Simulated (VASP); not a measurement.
# Hf (P6/mmm) in VASP: further runs

The runs below take Hf through single point, with r2SCAN.

Program: VASP 6.6.1. These are calculated values, not measurements. Logs are shortened: lines on timing, memory, paths and dates and some standing lists are left out, and cuts for length are marked.

### Step 1. The cell of the first run

It takes space group P6/mmm (No. 191, hexagonal). The conventional cell has a = 4.905 Å, b = 4.905 Å, c = 3.049 Å, α = 90.00°, β = 90.00°, γ = 120.00°. Hf (site symmetry 6/mmm) has 14 Hf at 3.05 to 3.22 Å within 4.0 Å. Within 3.7 Å of Hf (site symmetry -6m2) lie 11 Hf at 2.83 to 3.22 Å.

### Step 2. Single point, r2SCAN (volume scaled by 0.96)

File POSCAR:

```
Hf
1.0
    4.9052631131      0.0000000000      0.0000000000
   -2.4526315565      4.2480824682      0.0000000000
    0.0000000000      0.0000000000      3.0494628958
Hf
3
Direct
    0.0000000000      0.0000000000      0.0000000000
    0.3333333333      0.6666666667      0.5000000000
    0.6666666667      0.3333333333      0.5000000000
```

File INCAR.step1:

```
SYSTEM = Hf
PREC = Accurate ; ENCUT = 520
ISMEAR = -1 ; SIGMA = 0.1
LREAL = .FALSE. ; LASPH = .TRUE.
NELM = 100 ; NBANDS = 22
GGA = PE ; ALGO = Normal
EDIFF = 1E-4 ; LWAVE = .TRUE.
LCHARG = .FALSE.
```

File INCAR.step2:

```
SYSTEM = Hf
PREC = Accurate ; ENCUT = 520
EDIFF = 1E-6 ; ISMEAR = -1
SIGMA = 0.1 ; LREAL = .FALSE.
LASPH = .TRUE. ; NELM = 100
ALGO = Normal ; ISIF = 2
LWAVE = .FALSE. ; LCHARG = .TRUE.
METAGGA = R2SCAN ; LMIXTAU = .TRUE.
LELF = .TRUE. ; LVHAR = .TRUE.
NBANDS = 22 ; ISTART = 1
```

File KPOINTS:

```
regular mesh
0
G
  8 8 11
  0 0 0
```

Potentials or basis: VASP PAW PBE potentials, release 64 (Hf_pv).

Command:

```sh
$ cat potpaw_PBE.64/Hf_pv/POTCAR > POTCAR
$ cp INCAR.step1 INCAR
$ mpirun -np 1 vasp_std > vasp.out
$ cp INCAR.step2 INCAR
$ mpirun -np 1 vasp_std > vasp.out
```

OUTCAR:

```text
SYSTEM = Hf
   PREC = Accurate
   ENCUT = 520
   EDIFF = 1E-6
   ISMEAR = -1
   LREAL = .FALSE.
   LASPH = .TRUE.
   NELM = 100
   ISIF = 2
   METAGGA = R2SCAN
   ISTART = 1

 ion  position               nearest neighbor table
   1  0.000  0.000  0.000-   2 3.22   3 3.22   2 3.22   3 3.22   2 3.22   2 3.22   3 3.22   3 3.22
                             3 3.22   3 3.22   2 3.22   2 3.22
   2  0.333  0.667  0.500-   3 2.83   3 2.83   3 2.83   1 3.22   1 3.22   1 3.22   1 3.22   1 3.22
                             1 3.22
   3  0.667  0.333  0.500-   2 2.83   2 2.83   2 2.83   1 3.22   1 3.22   1 3.22   1 3.22   1 3.22
                             1 3.22

  LATTYP: Found a hexagonal cell.
 ALAT       =     4.9052631131
 C/A-ratio  =     0.6216716261

  Lattice vectors:

 A1 = (   4.9052631131,   0.0000000000,   0.0000000000)
 A2 = (  -2.4526315565,   4.2480824682,   0.0000000000)
 A3 = (   0.0000000000,   0.0000000000,   3.0494628958)

Analysis of symmetry for initial positions (statically):
=====================================================================
 Subroutine PRICEL returns:
 Original cell was already a primitive cell.

 Routine SETGRP: Setting up the symmetry group for a
 hexagonal supercell.

 Subroutine GETGRP returns: Found 24 space group operations
 (whereof 24 operations were pure point group operations)
 out of a pool of 24 trial point group operations.

The static configuration has the point symmetry D_6h.

Analysis of symmetry for dynamics (positions and initial velocities):
=====================================================================
 Subroutine PRICEL returns:
 Original cell was already a primitive cell.

 Routine SETGRP: Setting up the symmetry group for a
 hexagonal supercell.

 Subroutine GETGRP returns: Found 24 space group operations
 (whereof 24 operations were pure point group operations)
 out of a pool of 24 trial point group operations.

The dynamic configuration has the point symmetry D_6h.

 Subroutine INISYM returns: Found 24 space group operations
 (whereof 24 operations are pure point group operations),
 and found     1 'primitive' translations

----------------------------------------------------------------------------------------

                                     Primitive cell

  volume of cell :      63.5446

  direct lattice vectors                    reciprocal lattice vectors
     4.905263113  0.000000000  0.000000000     0.203862663  0.117700163  0.000000000
    -2.452631557  4.248082468  0.000000000     0.000000000  0.235400326  0.000000000
     0.000000000  0.000000000  3.049462896     0.000000000  0.000000000  0.327926600

  length of vectors
     4.905263113  4.905263113  3.049462896     0.235400326  0.235400326  0.327926600

  position of ions in fractional coordinates (direct lattice)
     0.000000000  0.000000000  0.000000000
     0.333333333  0.666666667  0.500000000
     0.666666667  0.333333333  0.500000000

  ion indices of the primitive-cell ions
   primitive index   ion index
                 1           1
                 2           2
                 3           3

----------------------------------------------------------------------------------------

 KPOINTS: regular mesh

Automatic generation of k-mesh.
 Grid dimensions read from file:
 generate k-points for:    8    8   11

 Generating k-lattice:

  Cartesian coordinates                     Fractional coordinates (reciprocal lattice)
     0.025482833  0.014712520  0.000000000     0.125000000  0.000000000  0.000000000
     0.000000000  0.029425041  0.000000000     0.000000000  0.125000000  0.000000000
     0.000000000  0.000000000  0.029811509     0.000000000  0.000000000  0.090909091

  Length of vectors
     0.029425041  0.029425041  0.029811509

  Shift w.r.t. Gamma in fractional coordinates (k-lattice)
     0.000000000  0.000000000  0.000000000

 Subroutine IBZKPT returns following result:
 ===========================================

 Found     60 irreducible k-points:

 Following reciprocal coordinates:
            Coordinates               Weight
  0.000000  0.000000  0.000000      1.000000
  0.125000  0.000000  0.000000      6.000000
  0.250000  0.000000  0.000000      6.000000
  0.375000  0.000000  0.000000      6.000000
  0.500000  0.000000  0.000000      3.000000
  0.125000  0.125000  0.000000      6.000000
[... 16 lines left out ...]
  0.250000  0.000000  0.181818     12.000000
  0.375000  0.000000  0.181818     12.000000
 [... further k-points ...]
   k-points           NKPTS =     60   k-points in BZ     NKDIM =     60   number of bands    NBANDS=     22
   number of dos      NEDOS =    301   number of ions     NIONS =      3
   total plane-waves  NPLWV =  31104
   dimension x,y,z NGX =    36 NGY =   36 NGZ =   24
   dimension x,y,z NGXF=    72 NGYF=   72 NGZF=   48
   ions per type =               3
   NGX,Y,Z   is equivalent  to a cutoff of  12.20, 12.20, 13.08 a.u.
   NGXF,Y,Z  is equivalent  to a cutoff of  24.40, 24.40, 26.17 a.u.
 SYSTEM =  Hf
   PREC   = accura    normal or accurate (medium, high low for compatibility)
   ISTART =      1    job   : 0-new  1-cont  2-samecut
   ICHARG =      0    charge: 1-file 2-atom 10-const
   ISPIN  =      1    spin polarized calculation?
   LNONCOLLINEAR =      F non collinear calculations
   LSORBIT =      F    spin-orbit coupling
   LASPH  =      T    aspherical Exc in radial PAW
   ENCUT  =  520.0 eV  38.22 Ry    6.18 a.u.   9.12  9.12  5.67*2*pi/ulx,y,z
   NELM   =    100;   NELMIN=  2; NELMDL=  0     # of ELM steps
   EDIFF  = 0.1E-05   stopping-criterion for ELM
   LREAL  =      F    real-space projection
   EDIFFG = 0.1E-04   stopping-criterion for IOM
   NSW    =      0    number of steps for IOM
   IBRION =     -1    ionic relax: 0-MD 1-quasi-New 2-CG
   NFREE  =      0    steps in history (QN), initial steepest desc. (CG)
   ISIF   =      2    stress and relaxation
   ISYM   =      2    0-nonsym 1-usesym 2-fastsym
   POTIM  = 0.5000    time-step for ionic-motion
   TEBEG  =    0.0;   TEEND  =   0.0 temperature during run
   PSTRESS=    0.0 pullay stress
   NELECT =      30.0000    total number of electrons
   NUPDOWN=      -1.0000    fix difference up-down
   EMIN   =  10.00;   EMAX   =-10.00  energy-range for DOS
   EFERMI =   0.00;   METHOD = LEGACY
   ISMEAR =    -1;   SIGMA  =   0.10  broadening in eV -4-tet -1-fermi 0-gaus
   EFERMI_NEDOS =   21; number of points for ismear=-14 and -15
   IALGO  =     38    algorithm
   IMIX   =      4    mixing-type and parameters
     AMIX     =   0.40;   BMIX     =  1.00
     AMIX_MAG =   1.60;   BMIX_MAG =  1.00
  volume/ion in A,a.u.               =      21.18       142.94
  Fermi-wavevector in a.u.,A,eV,Ry     =   1.274742  2.408914 22.109029  1.624968
  Thomas-Fermi vector in A             =   2.407493
   LORBIT       =      0    0 simple, 1 ext, 2 COOP (PROOUT), +10 PAW based schemes
   METAGGA = R2SCAN    functional components
   LHFCALC =     F    Hartree Fock is set to
   AEXX    =    0.0000 exact exchange contribution
   IVDW    =     0    specifies the selected vdW correction
   LEPSILON=     F    determine dielectric tensor
   LRPA    =     F    only Hartree local field effects (RPA)
 non-spin polarized calculation
  energy-cutoff  :      520.00
  volume of cell :       63.54
 maximum number of plane-waves:      1728
   NGX = 19   NGY = 19   NGZ = 11

 number of electron      29.9999997 magnetization

 Free energy of the ion-electron system (eV)
  ---------------------------------------------------
  ext. energy  EPLUGINS =         0.00000000
  ---------------------------------------------------
  free energy    TOTEN  =      -135.35427624 eV

  energy without entropy =     -135.28309797  energy(sigma->0) =     -135.31868710

 E-fermi :   5.0269     XC(G=0): -12.4361

 val. band max:        4.9879212665   @ k =   0.3750   0.1250   0.3636
 cond. band min:       5.0279978878   @ k =   0.5000   0.0000   0.1818
 fundamental gap:      0.0400766212
 Fermi energy:         5.0269176369

 k-point     1 :       0.0000    0.0000    0.0000
  band No.  band energies     occupation
      1     -26.7784      2.00000
      2     -26.7784      2.00000
      3     -26.7285      2.00000
      4     -26.7285      2.00000
      5     -26.2914      2.00000
      6     -26.0430      2.00000
[... 14 lines left out ...]
     21       8.2357      0.00000
     22       8.2688      0.00000

 k-point     2 :       0.1250    0.0000    0.0000
  band No.  band energies     occupation
      1     -26.8780      2.00000
      2     -26.8506      2.00000
      3     -26.6244      2.00000
      4     -26.6100      2.00000
      5     -26.2823      2.00000
      6     -26.0465      2.00000
[... 14 lines left out ...]
     21       7.7432      0.00000
     22       8.9652      0.00000

 k-point     3 :       0.2500    0.0000    0.0000
  band No.  band energies     occupation
      1     -26.9776      2.00000
      2     -26.8649      2.00000
      3     -26.5129      2.00000
      4     -26.4855      2.00000
      5     -26.2583      2.00000
      6     -26.0704      2.00000
[... 14 lines left out ...]
     21       8.2084      0.00000
     22       9.7386      0.00000

 k-point     4 :       0.3750    0.0000    0.0000
  band No.  band energies     occupation
      1     -27.0434      2.00000
      2     -26.7928      2.00000
      3     -26.4905      2.00000
      4     -26.4338      2.00000
      5     -26.2303      2.00000
      6     -26.1456      2.00000
[... 14 lines left out ...]
     21       9.0747      0.00000
     22       9.2927      0.00000

 k-point     5 :       0.5000    0.0000    0.0000
  band No.  band energies     occupation
      1     -27.0663      2.00000
      2     -26.6834      2.00000
      3     -26.6040      2.00000
      4     -26.4049      2.00000
      5     -26.2168      2.00000
      6     -26.1446      2.00000
[... 14 lines left out ...]
     21       8.4094      0.00000
     22       9.8922      0.00000

 k-point     6 :       0.1250    0.1250    0.0000
  band No.  band energies     occupation
      1     -26.9295      2.00000
      2     -26.8975      2.00000
      3     -26.5425      2.00000
      4     -26.5056      2.00000
      5     -26.2657      2.00000
      6     -26.0521      2.00000
[... 14 lines left out ...]
     21       8.0287      0.00000
     22       9.6363      0.00000

 k-point     7 :       0.2500    0.1250    0.0000
  band No.  band energies     occupation
      1     -26.9887      2.00000
      2     -26.8725      2.00000
      3     -26.5081      2.00000
      4     -26.3996      2.00000
      5     -26.2395      2.00000
      6     -26.1477      2.00000
[... 324 lines left out ...]
      6     -26.2137      2.00000
[... 14 lines left out ...]
     21       8.1709      0.00000
     22      10.0184      0.00000

 k-point    21 :       0.0000    0.0000    0.1818
  band No.  band energies     occupation
      1     -26.7536      2.00000
      2     -26.7536      2.00000
      3     -26.6829      2.00000
      4     -26.6829      2.00000
      5     -26.4605      2.00000
      6     -26.2572      2.00000
[... 14 lines left out ...]
     21       7.6821      0.00000
     22       9.1103      0.00000

 k-point    22 :       0.1250    0.0000    0.1818
  band No.  band energies     occupation
      1     -26.8313      2.00000
      2     -26.8075      2.00000
      3     -26.6040      2.00000
      4     -26.5987      2.00000
      5     -26.4480      2.00000
      6     -26.2617      2.00000
[... 14 lines left out ...]
     21       7.6432      0.00000
     22       9.4106      0.00000

 k-point    23 :       0.2500    0.0000    0.1818
  band No.  band energies     occupation
      1     -26.9189      2.00000
      2     -26.8266      2.00000
      3     -26.5136      2.00000
      4     -26.5128      2.00000
      5     -26.4304      2.00000
      6     -26.2506      2.00000
[... 14 lines left out ...]
     21       7.9750      0.00000
     22       9.9116      0.00000

 k-point    24 :       0.3750    0.0000    0.1818
  band No.  band energies     occupation
      1     -26.9779      2.00000
      2     -26.7777      2.00000
      3     -26.5546      2.00000
      4     -26.4518      2.00000
      5     -26.3759      2.00000
      6     -26.2114      2.00000
[... 14 lines left out ...]
     21       8.6708      0.00000
     22       9.2465      0.00000

 [... further k-points ...]
[... 5 lines left out ...]
  --------------------------------------------------------------------------------------
  -------------------------------------------------------------------------------------
  Total        1.6947935      1.6947935      1.8211824      0.0000000      0.0000000      0.0000000
  in kB       42.7315612     42.7315612     45.9182600      0.0000000      0.0000000      0.0000000
  external PRESSURE =      43.7937941 kB  Pullay stress =       0.0000000 kB

 VOLUME and BASIS-vectors are now :
 -----------------------------------------------------------------------------
  energy-cutoff  :      520.00
  volume of cell :       63.54
      direct lattice vectors                 reciprocal lattice vectors
     4.905263113  0.000000000  0.000000000     0.203862663  0.117700163  0.000000000
    -2.452631557  4.248082468  0.000000000     0.000000000  0.235400326  0.000000000
     0.000000000  0.000000000  3.049462896     0.000000000  0.000000000  0.327926600

 POSITION                                       TOTAL-FORCE (eV/Angst)
 -----------------------------------------------------------------------------------
      0.00000      0.00000      0.00000        -0.000000      0.000000      0.000000
     -0.00000      2.83205      1.52473        -0.000000     -0.000000     -0.000000
      2.45263      1.41603      1.52473         0.000000      0.000000      0.000000
 -----------------------------------------------------------------------------------
    total drift:                                0.000000      0.000000     -0.000000

  FREE ENERGIE OF THE ION-ELECTRON SYSTEM (eV)
  ---------------------------------------------------
  free  energy   TOTEN  =      -135.3542762439 eV

  energy  without entropy=     -135.2830979651  energy(sigma->0) =     -135.31868710
```

It took 93 s on 1 thread of Intel Xeon 6975P-C (Granite Rapids), shared host; peak memory 0.21 GiB.

Results:

- Free energy: -135.3543 eV
- Pressure: 4.4 GPa
- Band gap on the k mesh: zero (band 15 reaches 5.29 eV, above the bottom of band 16 at 4.50 eV)

Stress tensor (GPa, compression positive):
```
4.27 0.00 0.00
0.00 4.27 0.00
0.00 0.00 4.59
```

Levels at points of the mesh, in eV from the Fermi level:
| k point | band 12 | band 13 | band 14 | band 15 | band 16 | band 17 | band 18 | band 19 |
| --- | --- | --- | --- | --- | --- | --- | --- | --- |
| (0.00, 0.00, 0.00) | -0.80 | -0.80 | -0.72 | -0.72 | -0.52 | 1.36 | 2.43 | 2.43 |
| (0.50, 0.00, 0.00) | -3.79 | -0.52 | -0.37 | -0.36 | 0.21 | 1.02 | 1.05 | 1.79 |

Caveat: the cell differs from its parent crystal (volume scaled by 0.96); the PAW data sets were made with another functional, which shifts forces and pressure a little; spin-orbit coupling is left out, which moves the levels of the heavy elements.

### Step 3. Single point, r2SCAN

This run uses another cell than the first one, of 22.06 Å³/atom, 1.042 times its volume.

File POSCAR:

```
Hf
1.0
    4.9724668492      0.0000000000      0.0000000000
   -2.4862334246      4.3062826109      0.0000000000
    0.0000000000      0.0000000000      3.0912415517
Hf
3
Direct
    0.0000000000      0.0000000000      0.0000000000
    0.3333333333      0.6666666667      0.5000000000
    0.6666666667      0.3333333333      0.5000000000
```

File INCAR.step1:

```
PREC     = Accurate       # precision mode
ENCUT    = 520            # plane-wave cutoff, eV
ISMEAR   = -1             # smearing method
SIGMA    = 0.1            # smearing width, eV
LREAL    = False          # projectors in reciprocal space
LASPH    = True           # aspherical terms in the spheres
NELM     = 80             # most SCF steps
NBANDS   = 22             # bands
GGA      = PE             # functional
ALGO     = Normal         # electronic algorithm
EDIFF    = 1E-4           # SCF threshold, eV
LWAVE    = True           # write WAVECAR
LCHARG   = False          # write CHGCAR
```

File INCAR.step2:

```
PREC     = Accurate       # precision mode
ENCUT    = 520            # plane-wave cutoff, eV
EDIFF    = 1E-7           # SCF threshold, eV
ISMEAR   = -1             # smearing method
SIGMA    = 0.1            # smearing width, eV
LREAL    = False          # projectors in reciprocal space
LASPH    = True           # aspherical terms in the spheres
NELM     = 80             # most SCF steps
ALGO     = Normal         # electronic algorithm
ISIF     = 2              # what is computed and relaxed
LWAVE    = False          # write WAVECAR
LCHARG   = False          # write CHGCAR
METAGGA  = R2SCAN         # meta-GGA
LMIXTAU  = True         
NBANDS   = 22             # bands
ISTART   = 1
```

File KPOINTS:

```
regular mesh
0
Gamma
  8 8 11
```

Potentials or basis: VASP PAW PBE potentials, release 64 (Hf_pv).

Command:

```sh
$ cat potpaw_PBE.64/Hf_pv/POTCAR > POTCAR
$ cp INCAR.step1 INCAR
$ mpirun -np 1 vasp_std > vasp.out
$ cp INCAR.step2 INCAR
$ mpirun -np 1 vasp_std > vasp.out
```

It took 2.1 min on 1 thread of Intel Xeon 6975P-C (Granite Rapids), shared host; peak memory 0.23 GiB.

The run converged. Its results:

| Item | Value |
| --- | --- |
| Free energy | -135.3853 eV |
| Pressure | -0.5 GPa |
| Band gap on the k mesh | zero (band 15 reaches 4.99 eV, above the bottom of band 16 at 4.21 eV) |

Levels at points of the mesh, in eV from the Fermi level:
| k point | band 12 | band 13 | band 14 | band 15 | band 16 | band 17 | band 18 | band 19 |
| --- | --- | --- | --- | --- | --- | --- | --- | --- |
| (0.00, 0.00, 0.00) | -0.80 | -0.80 | -0.72 | -0.72 | -0.52 | 1.34 | 2.37 | 2.37 |
| (0.50, 0.00, 0.00) | -3.65 | -0.45 | -0.31 | -0.30 | 0.25 | 0.85 | 1.03 | 1.77 |

Caveat: the PAW data sets were made with another functional, which shifts forces and pressure a little; spin-orbit coupling is left out, which moves the levels of the heavy elements.
